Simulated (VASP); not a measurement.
# Ta2Bi2O (P6/mmm) in VASP: single point with PBE

Aim: the single point of Ta2Bi2O with PBE.

Program: VASP 6.6.1. These are calculated values, not measurements. Logs are shortened: lines on timing, memory, paths and dates and some standing lists are left out, and cuts for length are marked.

### 1 The cell of the first run

Symmetry: P6/mmm, No. 191, hexagonal system. The conventional cell has a = 5.257 Å, b = 5.257 Å, c = 6.441 Å, α = 90.00°, β = 90.00°, γ = 120.00°. Ta (site symmetry 6mm) has 1 O at 1.91 Å within 2.5 Å. Within 4.0 Å of Bi (site symmetry -6m2) lie 3 Bi at 3.04 Å and 6 Ta at 3.31 Å. Within 2.5 Å of O (site symmetry 6/mmm) lie 2 Ta at 1.91 Å.

The cell was generated, and may not be a known phase.

### 2 Single point, PBE

The input, INCAR:

```
  PREC = Accurate
  ENCUT = 700
  EDIFF = 1E-6
  ISMEAR = 0
  SIGMA = 0.1
  LREAL = F
  LASPH = T
  NELM = 120
  ALGO = Normal
  ISIF = 2
  LWAVE = F
  LCHARG = T
  GGA = PE
  LELF = T
  LVHAR = T
  NBANDS = 39
  GGA_COMPAT = F
```

The input, KPOINTS:

```
regular mesh
0
Gamma
  6 6 2
```

The input, POSCAR:

```
Ta2Bi2O
1.0
    5.2573053432      0.0000000000      0.0000000000
   -2.6286526716      4.5529599827      0.0000000000
    0.0000000000      0.0000000000      6.4410057926
Ta Bi O
2 2 1
Direct
    0.0000000000      0.0000000000      0.2493467665
    0.0000000000      0.0000000000     -0.1573437242
    0.3333333333      0.6666666667      1.0460167010
    0.6666666667      0.3333333333      1.0460167010
    0.0000000000      0.0000000000      0.5460144858
```

Potentials or basis: VASP PAW PBE potentials, release 64 (Ta_sv_GW, Bi_d, O).

Run with:

```console
cat potpaw_PBE.64/Ta_sv_GW/POTCAR potpaw_PBE.64/Bi_d/POTCAR potpaw_PBE.64/O/POTCAR > POTCAR
mpirun -np 1 vasp_std > vasp.out
```

OUTCAR:

```text
PREC = Accurate
   ENCUT = 700
   EDIFF = 1E-6
   ISMEAR = 0
   LREAL = F
   LASPH = T
   NELM = 120
   ISIF = 2
   GGA = PE

 ion  position               nearest neighbor table
   1  0.000  0.000  0.249-   5 1.91   2 2.62   4 3.31   3 3.31   4 3.31   3 3.31   4 3.31   3 3.31

   2  0.000  0.000  0.843-   5 1.91   1 2.62   4 3.31   3 3.31   4 3.31   3 3.31   4 3.31   3 3.31

   3  0.333  0.667  0.046-   4 3.04   4 3.04   4 3.04   1 3.31   1 3.31   1 3.31   2 3.31   2 3.31
                             2 3.31
   4  0.667  0.333  0.046-   3 3.04   3 3.04   3 3.04   1 3.31   1 3.31   1 3.31   2 3.31   2 3.31
                             2 3.31
   5  0.000  0.000  0.546-   2 1.91   1 1.91

  LATTYP: Found a hexagonal cell.
 ALAT       =     5.2573053432
 C/A-ratio  =     1.2251534526

  Lattice vectors:

 A1 = (   5.2573053432,   0.0000000000,   0.0000000000)
 A2 = (  -2.6286526716,   4.5529599827,   0.0000000000)
 A3 = (   0.0000000000,   0.0000000000,   6.4410057926)

Analysis of symmetry for initial positions (statically):
=====================================================================
 Subroutine PRICEL returns:
 Original cell was already a primitive cell.

 Routine SETGRP: Setting up the symmetry group for a
 hexagonal supercell.

 Subroutine GETGRP returns: Found 12 space group operations
 (whereof 12 operations were pure point group operations)
 out of a pool of 24 trial point group operations.

The static configuration has the point symmetry C_6v.

Analysis of symmetry for dynamics (positions and initial velocities):
=====================================================================
 Subroutine PRICEL returns:
 Original cell was already a primitive cell.

 Routine SETGRP: Setting up the symmetry group for a
 hexagonal supercell.

 Subroutine GETGRP returns: Found 12 space group operations
 (whereof 12 operations were pure point group operations)
 out of a pool of 24 trial point group operations.

The dynamic configuration has the point symmetry C_6v.

 Subroutine INISYM returns: Found 12 space group operations
 (whereof 12 operations are pure point group operations),
 and found     1 'primitive' translations

----------------------------------------------------------------------------------------

                                     Primitive cell

  volume of cell :     154.1739

  direct lattice vectors                    reciprocal lattice vectors
     5.257305343  0.000000000  0.000000000     0.190211512  0.109818668  0.000000000
    -2.628652672  4.552959983  0.000000000     0.000000000  0.219637336  0.000000000
     0.000000000  0.000000000  6.441005793     0.000000000  0.000000000  0.155255255

  length of vectors
     5.257305343  5.257305343  6.441005793     0.219637336  0.219637336  0.155255255

  position of ions in fractional coordinates (direct lattice)
     0.000000000  0.000000000  0.249346766
     0.000000000  0.000000000  0.842656276
     0.333333333  0.666666667  0.046016701
     0.666666667  0.333333333  0.046016701
     0.000000000  0.000000000  0.546014486

  ion indices of the primitive-cell ions
   primitive index   ion index
                 1           1
                 2           2
                 3           3
                 4           4
                 5           5

----------------------------------------------------------------------------------------

 KPOINTS: regular mesh

Automatic generation of k-mesh.
 Grid dimensions read from file:
 generate k-points for:    6    6    2

 Generating k-lattice:

  Cartesian coordinates                     Fractional coordinates (reciprocal lattice)
     0.031701919  0.018303111  0.000000000     0.166666667  0.000000000  0.000000000
     0.000000000  0.036606223  0.000000000     0.000000000  0.166666667  0.000000000
     0.000000000  0.000000000  0.077627628     0.000000000  0.000000000  0.500000000

  Length of vectors
     0.036606223  0.036606223  0.077627628

  Shift w.r.t. Gamma in fractional coordinates (k-lattice)
     0.000000000  0.000000000  0.000000000

 Subroutine IBZKPT returns following result:
 ===========================================

 Found     14 irreducible k-points:

 Following reciprocal coordinates:
            Coordinates               Weight
  0.000000  0.000000  0.000000      1.000000
  0.166667  0.000000  0.000000      6.000000
  0.333333  0.000000  0.000000      6.000000
  0.500000  0.000000  0.000000      3.000000
  0.166667  0.166667  0.000000      6.000000
  0.333333  0.166667  0.000000     12.000000
  0.333333  0.333333  0.000000      2.000000
  0.000000  0.000000  0.500000      1.000000
  0.166667  0.000000  0.500000      6.000000
  0.333333  0.000000  0.500000      6.000000
  0.500000  0.000000  0.500000      3.000000
  0.166667  0.166667  0.500000      6.000000
  0.333333  0.166667  0.500000     12.000000
  0.333333  0.333333  0.500000      2.000000
   k-points           NKPTS =     14   k-points in BZ     NKDIM =     14   number of bands    NBANDS=     39
   number of dos      NEDOS =    301   number of ions     NIONS =      5
   total plane-waves  NPLWV = 129024
   dimension x,y,z NGX =    48 NGY =   48 NGZ =   56
   dimension x,y,z NGXF=    96 NGYF=   96 NGZF=  112
   ions per type =               2   2   1
   NGX,Y,Z   is equivalent  to a cutoff of  15.18, 15.18, 14.45 a.u.
   NGXF,Y,Z  is equivalent  to a cutoff of  30.36, 30.36, 28.91 a.u.
 SYSTEM =  unknown system
   PREC   = accura    normal or accurate (medium, high low for compatibility)
   ISTART =      0    job   : 0-new  1-cont  2-samecut
   ICHARG =      2    charge: 1-file 2-atom 10-const
   ISPIN  =      1    spin polarized calculation?
   LNONCOLLINEAR =      F non collinear calculations
   LSORBIT =      F    spin-orbit coupling
   LASPH  =      T    aspherical Exc in radial PAW
   ENCUT  =  700.0 eV  51.45 Ry    7.17 a.u.  11.34 11.34 13.90*2*pi/ulx,y,z
   NELM   =    120;   NELMIN=  2; NELMDL= -5     # of ELM steps
   EDIFF  = 0.1E-05   stopping-criterion for ELM
   LREAL  =      F    real-space projection
[... 7 lines left out ...]
   TEBEG  =    0.0;   TEEND  =   0.0 temperature during run
   PSTRESS=    0.0 pullay stress
   NELECT =      62.0000    total number of electrons
   NUPDOWN=      -1.0000    fix difference up-down
   EMIN   =  10.00;   EMAX   =-10.00  energy-range for DOS
   EFERMI =   0.00;   METHOD = LEGACY
   ISMEAR =     0;   SIGMA  =   0.10  broadening in eV -4-tet -1-fermi 0-gaus
   EFERMI_NEDOS =   21; number of points for ismear=-14 and -15
   IALGO  =     38    algorithm
   IMIX   =      4    mixing-type and parameters
     AMIX     =   0.40;   BMIX     =  1.00
     AMIX_MAG =   1.60;   BMIX_MAG =  1.00
  volume/ion in A,a.u.               =      30.83       208.08
  Fermi-wavevector in a.u.,A,eV,Ry     =   1.208375  2.283498 19.866829  1.460171
  Thomas-Fermi vector in A             =   2.343985
   LORBIT       =      0    0 simple, 1 ext, 2 COOP (PROOUT), +10 PAW based schemes
   GGA     = PE    functional components
   LHFCALC =     F    Hartree Fock is set to
   AEXX    =    0.0000 exact exchange contribution
   IVDW    =     0    specifies the selected vdW correction
   LEPSILON=     F    determine dielectric tensor
   LRPA    =     F    only Hartree local field effects (RPA)
 non-spin polarized calculation
 Gauss-broadening in eV      SIGMA  =   0.10
  energy-cutoff  :      700.00
  volume of cell :      154.17
 maximum number of plane-waves:      6534
 NGX is ok and might be reduce to    48
   NGX = 23   NGY = 23   NGZ = 27

 number of electron      61.9999997 magnetization

 Free energy of the ion-electron system (eV)
  ---------------------------------------------------
  ext. energy  EPLUGINS =         0.00000000
  ---------------------------------------------------
  free energy    TOTEN  =       -39.70989923 eV

  energy without entropy =      -39.68542763  energy(sigma->0) =      -39.69766343

 E-fermi :   5.1372     XC(G=0):  -8.9234

 val. band max:        5.1321712107   @ k =   0.0000   0.0000   0.5000
 cond. band min:       5.1564202095   @ k =   0.5000   0.0000   0.0000
 fundamental gap:      0.0242489988
 Fermi energy:         5.1371990647

 k-point     1 :       0.0000    0.0000    0.0000
  band No.  band energies     occupation
      1     -63.8622      2.00000
      2     -63.7923      2.00000
      3     -30.7749      2.00000
      4     -30.3336      2.00000
      5     -30.3336      2.00000
      6     -30.2307      2.00000
[... 31 lines left out ...]
     38       7.1879      0.00000
     39       8.1708      0.00000

 k-point     2 :       0.1667    0.0000    0.0000
  band No.  band energies     occupation
      1     -63.8623      2.00000
      2     -63.7924      2.00000
      3     -30.7748      2.00000
      4     -30.3338      2.00000
      5     -30.3336      2.00000
      6     -30.2309      2.00000
[... 31 lines left out ...]
     38       7.0910      0.00000
     39       7.7779      0.00000

 k-point     3 :       0.3333    0.0000    0.0000
  band No.  band energies     occupation
      1     -63.8623      2.00000
      2     -63.7924      2.00000
      3     -30.7747      2.00000
      4     -30.3343      2.00000
      5     -30.3336      2.00000
      6     -30.2311      2.00000
[... 31 lines left out ...]
     38       7.0070      0.00000
     39       8.1516      0.00000

 k-point     4 :       0.5000    0.0000    0.0000
  band No.  band energies     occupation
      1     -63.8623      2.00000
      2     -63.7924      2.00000
      3     -30.7747      2.00000
      4     -30.3345      2.00000
      5     -30.3336      2.00000
      6     -30.2312      2.00000
[... 31 lines left out ...]
     38       7.4364      0.00000
     39       8.0774      0.00000
[... 334 lines left out ...]
     38       8.5961      0.00000
     39       8.8146      0.00000

 k-point    13 :       0.3333    0.1667    0.5000
  band No.  band energies     occupation
      1     -63.8616      2.00000
      2     -63.7930      2.00000
      3     -30.6870      2.00000
      4     -30.3309      2.00000
      5     -30.3303      2.00000
      6     -30.2347      2.00000
[... 31 lines left out ...]
     38       8.5749      0.00000
     39       8.7421      0.00000

 k-point    14 :       0.3333    0.3333    0.5000
  band No.  band energies     occupation
      1     -63.8616      2.00000
      2     -63.7931      2.00000
      3     -30.6870      2.00000
      4     -30.3307      2.00000
      5     -30.3307      2.00000
      6     -30.2347      2.00000
[... 31 lines left out ...]
     38       7.2613      0.00000
     39       8.6453      0.00000

------------------------ aborting loop because EDIFF is reached ----------------------------------------

  FORCE on cell =-STRESS in cart. coord.  units (eV):
  Direction    XX          YY          ZZ          XY          YZ          ZX
  --------------------------------------------------------------------------------------
  -------------------------------------------------------------------------------------
  Total       -0.0479327     -0.0479327     -0.0075442      0.0000000     -0.0000000      0.0000000
  in kB       -0.4981178     -0.4981178     -0.0783996      0.0000000     -0.0000000      0.0000000
  external PRESSURE =      -0.3582118 kB  Pullay stress =       0.0000000 kB

 VOLUME and BASIS-vectors are now :
 -----------------------------------------------------------------------------
  energy-cutoff  :      700.00
  volume of cell :      154.17
      direct lattice vectors                 reciprocal lattice vectors
     5.257305343  0.000000000  0.000000000     0.190211512  0.109818668  0.000000000
    -2.628652672  4.552959983  0.000000000     0.000000000  0.219637336  0.000000000
     0.000000000  0.000000000  6.441005793     0.000000000  0.000000000  0.155255255

 POSITION                                       TOTAL-FORCE (eV/Angst)
 -----------------------------------------------------------------------------------
      0.00000      0.00000      1.60604         0.000000     -0.000000     -0.048941
      0.00000      0.00000      5.42755        -0.000000     -0.000000      0.051326
     -0.00000      3.03531      0.29639        -0.000000      0.000000      0.000151
      2.62865      1.51765      0.29639         0.000000     -0.000000      0.000151
      0.00000      0.00000      3.51688        -0.000000      0.000000     -0.002686
 -----------------------------------------------------------------------------------
    total drift:                                0.000000      0.000000      0.001220

  FREE ENERGIE OF THE ION-ELECTRON SYSTEM (eV)
  ---------------------------------------------------
  free  energy   TOTEN  =       -39.7098992262 eV

  energy  without entropy=      -39.6854276296  energy(sigma->0) =      -39.69766343
```

Run time: 2 min. Hardware: 1 thread of Intel Xeon 6975P-C (Granite Rapids), shared host; peak memory 0.43 GiB.

Results:

```yaml
Free_energy: -39.7099 eV
Pressure: 0.0 GPa
Largest_force: 0.051 eV/Å
Band_gap_on_the_k_mesh: zero (bands 31 and 32 overlap by 0.18 eV)
```

Forces on the atoms (eV/Å):
```
Ta   0.000  0.000 -0.049
Ta   0.000  0.000  0.051
Bi   0.000  0.000  0.000
Bi   0.000  0.000  0.000
O    0.000  0.000 -0.003
```

Caveat: the k points lie up to 0.49 Å⁻¹ apart; spin-orbit coupling is left out, which moves the levels of the heavy elements.

The gap in the log of VASP goes by the Fermi energy; the results here count the filled bands.